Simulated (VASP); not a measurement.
# CuO (C2/c) in VASP: single point with PBE+U

Aim: the single point of CuO with PBE+U.

All numbers are computed with VASP 6.6.1; they aren't measurements. Logs are shortened: lines on timing, memory, paths and dates and some standing lists are left out, and cuts for length are marked.

### Step 1. The cell of the first run

It takes space group C2/c (No. 15, monoclinic). Conventional cell: a = 4.437 Å, b = 3.242 Å, c = 4.858 Å, α = 90.00°, β = 99.54°, γ = 90.00°. Cu (site symmetry -1) has 4 O at 1.85 to 1.86 Å within 2.5 Å. O (site symmetry 2) has 4 Cu at 1.85 to 1.86 Å and 2 O at 2.49 Å within 2.5 Å.

### Step 2. Single point, PBE+U, collinear spin, ferromagnetic start

INCAR reads:

```
PREC     = Accurate       # precision mode
ENCUT    = 520            # plane-wave cutoff, eV
EDIFF    = 1E-7           # SCF threshold, eV
ISMEAR   = 0              # smearing method
SIGMA    = 0.05           # smearing width, eV
LREAL    = F              # projectors in reciprocal space
LASPH    = T              # aspherical terms in the spheres
NELM     = 150            # most SCF steps
ALGO     = Normal         # electronic algorithm
ISIF     = 2              # what is computed and relaxed
LWAVE    = F              # write WAVECAR
LCHARG   = F              # write CHGCAR
ISPIN    = 2              # spin polarisation
MAGMOM   = 0.61 0.61 0.32 0.32 # initial moments
LORBIT   = 11             # projections on sites
LMAXMIX  = 4              # l up to which the mixer works
LDAU     = T              # DFT+U
LDAUTYPE = 2            
LDAUL    = 2 -1           # shell
LDAUU    = 4 0            # U, eV
LDAUJ    = 0 0          
LDAUPRINT= 1            
GGA      = PE             # functional
NBANDS   = 29             # bands
```

KPOINTS reads:

```
Automatic mesh
0
Gamma
  10 10 6
```

POSCAR reads:

```
CuO
1.0
    2.2183601213     -1.6210601343      0.0000000000
    2.2183601213      1.6210601343      0.0000000000
   -0.8052039821      0.0000000000      4.7911590254
Cu O
2 2
Direct
    0.0000000000      0.5000000000      0.0000000000
    0.5000000000      0.0000000000      0.5000000000
    0.5816000000      0.4184000000      0.2500000000
    0.4184000000      0.5816000000      0.7500000000
```

Potentials or basis: VASP PAW PBE potentials, release 64 (Cu, O).

Launch:

```sh
$ cat potpaw_PBE.64/Cu/POTCAR potpaw_PBE.64/O/POTCAR > POTCAR
$ mpirun -np 1 vasp_std > vasp.out
```

OUTCAR:

```text
PREC = Accurate
   ENCUT = 520
   EDIFF = 1E-7
   ISMEAR = 0
   LREAL = F
   LASPH = T
   NELM = 150
   ISIF = 2
   ISPIN = 2
   LORBIT = 11
   GGA = PE

 ion  position               nearest neighbor table
   1  0.000  0.500  0.000-   3 1.85   4 1.85   4 1.86   3 1.86
   2  0.500  0.000  0.500-   4 1.85   3 1.85   4 1.86   3 1.86
   3  0.582  0.418  0.250-   2 1.85   1 1.85   2 1.86   1 1.86
   4  0.418  0.582  0.750-   1 1.85   2 1.85   2 1.86   1 1.86

  LATTYP: Found a base centered monoclinic cell.
 ALAT       =     4.4367202426
 B/A-ratio  =     0.7307470589
 C/A-ratio  =     1.0950317057
 COS(beta)  =    -0.1657361228

  Lattice vectors:

 A1 = (   2.2183601213,  -1.6210601343,   0.0000000000)
 A2 = (   2.2183601213,   1.6210601343,   0.0000000000)
 A3 = (  -0.8052039821,   0.0000000000,   4.7911590254)

Analysis of symmetry for initial positions (statically):
=====================================================================
 Subroutine PRICEL returns:
 Original cell was already a primitive cell.

 Routine SETGRP: Setting up the symmetry group for a
 base centered monoclinic supercell.

 Subroutine GETGRP returns: Found  4 space group operations
 (whereof  2 operations were pure point group operations)
 out of a pool of  4 trial point group operations.

The static configuration has the point symmetry S_2 .
 The point group associated with its full space group is C_2h.

Analysis of symmetry for dynamics (positions and initial velocities):
=====================================================================
 Subroutine PRICEL returns:
 Original cell was already a primitive cell.

 Routine SETGRP: Setting up the symmetry group for a
 base centered monoclinic supercell.

 Subroutine GETGRP returns: Found  4 space group operations
 (whereof  2 operations were pure point group operations)
 out of a pool of  4 trial point group operations.

The dynamic configuration has the point symmetry S_2 .
 The point group associated with its full space group is C_2h.

Analysis of structural, dynamic, and magnetic symmetry:
=====================================================================
 Subroutine PRICEL returns:
 Original cell was already a primitive cell.

 Routine SETGRP: Setting up the symmetry group for a
 base centered monoclinic supercell.

 Subroutine GETGRP returns: Found  4 space group operations
 (whereof  2 operations were pure point group operations)
 out of a pool of  4 trial point group operations.

The overall configuration has the point symmetry S_2 .
 The point group associated with its full space group is C_2h.

 Subroutine INISYM returns: Found  4 space group operations
 (whereof  2 operations are pure point group operations),
 and found     1 'primitive' translations

----------------------------------------------------------------------------------------

                                     Primitive cell

  volume of cell :      34.4589

  direct lattice vectors                    reciprocal lattice vectors
     2.218360121 -1.621060134  0.000000000     0.225391719 -0.308440131  0.037879417
     2.218360121  1.621060134  0.000000000     0.225391719  0.308440131  0.037879417
    -0.805203982  0.000000000  4.791159025     0.000000000  0.000000000  0.208717764

  length of vectors
     2.747536640  2.747536640  4.858349335     0.383890077  0.383890077  0.208717764

[... 138 lines left out ...]
spin component  2

  0.9513 -0.0379  0.0124  0.0454 -0.0163
 -0.0379  0.8067  0.0027  0.2322 -0.0782
  0.0124  0.0027  0.9724 -0.0040 -0.0008
  0.0454  0.2322 -0.0040  0.6341  0.1121
 -0.0163 -0.0782 -0.0008  0.1121  0.9294

 occupancies and eigenvectors

  o =  0.4277  v =  0.0000  0.0000  0.0000  0.0000  0.0000 -0.1162 -0.5474  0.0107  0.7853 -0.2645      0.0000  0.0000  0.0000  0.0000  0.0000  0.0000  0.0000  0.0000  0.0000  0.0000
  o =  0.9505  v =  0.0000  0.0000  0.0000  0.0000  0.0000  0.8441  0.1518 -0.4625  0.2103 -0.0794      0.0000  0.0000  0.0000  0.0000  0.0000  0.0000  0.0000  0.0000  0.0000  0.0000
  o =  0.9612  v =  0.8602  0.1323 -0.4554  0.1821 -0.0454  0.0000  0.0000  0.0000  0.0000  0.0000      0.0000  0.0000  0.0000  0.0000  0.0000  0.0000  0.0000  0.0000  0.0000  0.0000
  o =  0.9666  v =  0.0000  0.0000  0.0000  0.0000  0.0000  0.0618  0.1452  0.1932  0.4041  0.8800      0.0000  0.0000  0.0000  0.0000  0.0000  0.0000  0.0000  0.0000  0.0000  0.0000
  o =  0.9690  v =  0.0000  0.0000  0.0000  0.0000  0.0000  0.1358 -0.7883 -0.2566 -0.4038  0.3623      0.0000  0.0000  0.0000  0.0000  0.0000  0.0000  0.0000  0.0000  0.0000  0.0000
  o =  0.9756  v =  0.0235 -0.6283 -0.3324 -0.5835 -0.3922  0.0000  0.0000  0.0000  0.0000  0.0000      0.0000  0.0000  0.0000  0.0000  0.0000  0.0000  0.0000  0.0000  0.0000  0.0000
  o =  0.9771  v = -0.1220  0.4848  0.0149  0.0458 -0.8647  0.0000  0.0000  0.0000  0.0000  0.0000      0.0000  0.0000  0.0000  0.0000  0.0000  0.0000  0.0000  0.0000  0.0000  0.0000
  o =  0.9799  v =  0.0000  0.0000  0.0000  0.0000  0.0000  0.5017 -0.1867  0.8263 -0.1124 -0.1342      0.0000  0.0000  0.0000  0.0000  0.0000  0.0000  0.0000  0.0000  0.0000  0.0000
  o =  0.9844  v = -0.4871  0.1820 -0.8257  0.1445  0.1642  0.0000  0.0000  0.0000  0.0000  0.0000      0.0000  0.0000  0.0000  0.0000  0.0000  0.0000  0.0000  0.0000  0.0000  0.0000
  o =  1.0538  v = -0.0862 -0.5653  0.0098  0.7768 -0.2635  0.0000  0.0000  0.0000  0.0000  0.0000      0.0000  0.0000  0.0000  0.0000  0.0000  0.0000  0.0000  0.0000  0.0000  0.0000

atom =   2  type =  1  l = 2

 onsite density matrix

spin component  1

  0.9676  0.0013 -0.0091  0.0081 -0.0018
  0.0013  1.0010  0.0009  0.0344 -0.0114
 -0.0091  0.0009  0.9786  0.0007 -0.0017
  0.0081  0.0344  0.0007  1.0225 -0.0157
 -0.0018 -0.0114 -0.0017 -0.0157  0.9823

spin component  2

  0.9513 -0.0379 -0.0124 -0.0454  0.0163
 -0.0379  0.8067 -0.0027 -0.2322  0.0782
 -0.0124 -0.0027  0.9724 -0.0040 -0.0008
 -0.0454 -0.2322 -0.0040  0.6341  0.1121
  0.0163  0.0782 -0.0008  0.1121  0.9294

 occupancies and eigenvectors

  o =  0.4277  v =  0.0000  0.0000  0.0000  0.0000  0.0000  0.1162  0.5474  0.0107  0.7853 -0.2645      0.0000  0.0000  0.0000  0.0000  0.0000  0.0000  0.0000  0.0000  0.0000  0.0000
  o =  0.9505  v =  0.0000  0.0000  0.0000  0.0000  0.0000 -0.8441 -0.1518 -0.4625  0.2103 -0.0794      0.0000  0.0000  0.0000  0.0000  0.0000  0.0000  0.0000  0.0000  0.0000  0.0000
  o =  0.9612  v =  0.8602  0.1323  0.4554 -0.1821  0.0454  0.0000  0.0000  0.0000  0.0000  0.0000      0.0000  0.0000  0.0000  0.0000  0.0000  0.0000  0.0000  0.0000  0.0000  0.0000
  o =  0.9666  v =  0.0000  0.0000  0.0000  0.0000  0.0000 -0.0618 -0.1452  0.1932  0.4041  0.8800      0.0000  0.0000  0.0000  0.0000  0.0000  0.0000  0.0000  0.0000  0.0000  0.0000
  o =  0.9690  v =  0.0000  0.0000  0.0000  0.0000  0.0000 -0.1358  0.7883 -0.2566 -0.4038  0.3623      0.0000  0.0000  0.0000  0.0000  0.0000  0.0000  0.0000  0.0000  0.0000  0.0000
  o =  0.9756  v = -0.0235  0.6283 -0.3324 -0.5835 -0.3922  0.0000  0.0000  0.0000  0.0000  0.0000      0.0000  0.0000  0.0000  0.0000  0.0000  0.0000  0.0000  0.0000  0.0000  0.0000
  o =  0.9771  v =  0.1220 -0.4848  0.0149  0.0458 -0.8647  0.0000  0.0000  0.0000  0.0000  0.0000      0.0000  0.0000  0.0000  0.0000  0.0000  0.0000  0.0000  0.0000  0.0000  0.0000
  o =  0.9799  v =  0.0000  0.0000  0.0000  0.0000  0.0000 -0.5017  0.1867  0.8263 -0.1124 -0.1342      0.0000  0.0000  0.0000  0.0000  0.0000  0.0000  0.0000  0.0000  0.0000  0.0000
  o =  0.9844  v = -0.4871  0.1820  0.8257 -0.1445 -0.1642  0.0000  0.0000  0.0000  0.0000  0.0000      0.0000  0.0000  0.0000  0.0000  0.0000  0.0000  0.0000  0.0000  0.0000  0.0000
  o =  1.0538  v =  0.0862  0.5653  0.0098  0.7768 -0.2635  0.0000  0.0000  0.0000  0.0000  0.0000      0.0000  0.0000  0.0000  0.0000  0.0000  0.0000  0.0000  0.0000  0.0000  0.0000

 number of electron      34.0000047 magnetization       1.9864385

 Free energy of the ion-electron system (eV)
  ---------------------------------------------------
  ext. energy  EPLUGINS =         0.00000000
  ---------------------------------------------------
  free energy    TOTEN  =       -16.24349666 eV

  energy without entropy =      -16.24315256  energy(sigma->0) =      -16.24332461

 E-fermi :   7.8250     XC(G=0): -12.8227

 val. band max:        7.8005985644   @ k =   0.0000   0.0000   0.0000
 cond. band min:       7.8412795786   @ k =   0.5000   0.4000  -0.0000
 fundamental gap:      0.0406810143
 Fermi energy:         7.8249640613

 spin component 1

 k-point     1 :       0.0000    0.0000    0.0000
  band No.  band energies     occupation
      1     -13.5446      1.00000
      2     -11.6736      1.00000
      3      -2.2355      1.00000
      4      -0.6029      1.00000
      5      -0.1051      1.00000
      6       1.9517      1.00000
[... 1529 lines left out ...]
     28      28.1533      0.00000
     29      28.5808      0.00000

 [... further k-points ...]
[... 5 lines left out ...]
  --------------------------------------------------------------------------------------
  -------------------------------------------------------------------------------------
  Total       10.1150964      8.1654045     11.6742847      0.0000000      0.0000000     -0.8510116
  in kB      470.3041939    379.6527328    542.7990830      0.0000000      0.0000000    -39.5680192
  external PRESSURE =     464.2520032 kB  Pullay stress =       0.0000000 kB

 VOLUME and BASIS-vectors are now :
 -----------------------------------------------------------------------------
  energy-cutoff  :      520.00
  volume of cell :       34.46
      direct lattice vectors                 reciprocal lattice vectors
     2.218360121 -1.621060134  0.000000000     0.225391719 -0.308440131  0.037879417
     2.218360121  1.621060134  0.000000000     0.225391719  0.308440131  0.037879417
    -0.805203982  0.000000000  4.791159025     0.000000000  0.000000000  0.208717764

 POSITION                                       TOTAL-FORCE (eV/Angst)
 -----------------------------------------------------------------------------------
      1.10918      0.81053      0.00000         0.000000     -0.000000      0.000000
      0.70658     -0.81053      2.39558         0.000000     -0.000000      0.000000
      2.01706     -0.26456      1.19779         0.000000     -0.621690      0.000000
      1.61446      0.26456      3.59337        -0.000000      0.621690     -0.000000
 -----------------------------------------------------------------------------------
    total drift:                                0.000000      0.000000      0.000000

  FREE ENERGIE OF THE ION-ELECTRON SYSTEM (eV)
  ---------------------------------------------------
  free  energy   TOTEN  =       -16.2434966585 eV

  energy  without entropy=      -16.2431525600  energy(sigma->0) =      -16.24332461

 total charge

# of ion       s       p       d       tot
------------------------------------------
    1        0.443   0.531   9.221  10.195
    2        0.443   0.531   9.221  10.195
    3        1.561   3.540   0.000   5.101
    4        1.561   3.540   0.000   5.101
--------------------------------------------------
tot          4.007   8.142  18.441  30.590

 magnetization (x)

# of ion       s       p       d       tot
------------------------------------------
    1       -0.003   0.004   0.658   0.659
    2       -0.003   0.004   0.658   0.659
    3        0.024   0.271   0.000   0.295
    4        0.024   0.271   0.000   0.295
--------------------------------------------------
tot          0.041   0.550   1.317   1.908
```

Wall time 3 min (1 thread of Intel Xeon Platinum 8559C (Emerald Rapids), shared host); peak memory 0.33 GiB.

Results:

```
Free energy                                           : -16.2435 eV
Pressure                                              : 46.4 GPa
Largest force                                         : 0.622 eV/Å
Band gap on the k mesh                                : zero (filled and empty bands overlap)
Net moment                                            : 1.99 μB per cell
Site moments                                          : Cu +0.66; O +0.29 μB
Valence electrons inside the program's atomic spheres : Cu 10.20; O 5.10
```

Forces in eV/Å, atoms in the order of the input:
```
Cu   0.000  0.000  0.000
Cu   0.000  0.000  0.000
O    0.000 -0.622  0.000
O    0.000  0.622  0.000
```

Stress tensor (GPa, compression positive):
```
47.03  0.00 -3.96
 0.00 37.97  0.00
-3.96  0.00 54.28
```

Levels at points of the mesh, in eV from the Fermi level:
Spin up:
| k point | band 15 | band 16 | band 17 | band 18 | band 19 | band 20 | band 21 | band 22 |
| --- | --- | --- | --- | --- | --- | --- | --- | --- |
| (0.00, 0.00, 0.00) | -3.50 | -3.10 | -0.75 | -0.02 | 2.33 | 6.54 | 9.18 | 14.37 |
| (0.50, 0.00, 0.00) | -3.04 | -2.56 | -1.20 | -0.90 | 5.05 | 7.29 | 7.87 | 12.10 |
| (0.50, 0.50, 0.00) | -4.31 | -2.93 | -1.81 | 0.12 | 3.19 | 7.83 | 9.12 | 11.32 |
| (0.00, 0.00, 0.50) | -2.56 | -2.56 | -0.90 | -0.90 | 4.59 | 4.59 | 12.50 | 12.50 |
| (0.50, 0.00, 0.50) | -3.65 | -3.40 | -1.28 | -0.25 | 5.47 | 7.39 | 8.74 | 10.00 |
| (0.50, 0.50, 0.50) | -2.70 | -2.70 | -1.97 | -1.97 | 5.23 | 5.23 | 10.15 | 10.15 |
Spin down:
| k point | band 12 | band 13 | band 14 | band 15 | band 16 | band 17 | band 18 | band 19 | band 20 | band 21 |
| --- | --- | --- | --- | --- | --- | --- | --- | --- | --- | --- |
| (0.00, 0.00, 0.00) | -3.51 | -3.19 | -3.07 | -3.05 | -2.50 | 1.27 | 2.31 | 2.63 | 6.66 | 9.56 |
| (0.50, 0.00, 0.00) | -4.12 | -3.71 | -2.82 | -2.45 | -2.00 | 1.32 | 1.51 | 5.21 | 7.47 | 8.21 |
| (0.50, 0.50, 0.00) | -4.16 | -3.96 | -3.81 | -2.37 | -1.52 | 0.08 | 2.55 | 3.21 | 8.00 | 9.14 |
| (0.00, 0.00, 0.50) | -4.20 | -3.50 | -3.50 | -2.01 | -2.01 | 1.50 | 1.50 | 4.91 | 4.91 | 12.68 |
| (0.50, 0.00, 0.50) | -3.91 | -3.74 | -3.14 | -2.90 | -2.52 | 0.99 | 2.04 | 5.62 | 7.67 | 8.93 |
| (0.50, 0.50, 0.50) | -4.19 | -2.86 | -2.86 | -2.10 | -2.10 | 0.95 | 0.95 | 5.31 | 5.31 | 10.42 |

Eigenvalues of the final occupation matrices:
```
    site  spin  trace               eigenvalues
site 1 d     1   4.95  0.96 0.98 0.98 0.98 1.05
site 1 d     2   4.29  0.43 0.95 0.97 0.97 0.98
site 2 d     1   4.95  0.96 0.98 0.98 0.98 1.05
site 2 d     2   4.29  0.43 0.95 0.97 0.97 0.98
```
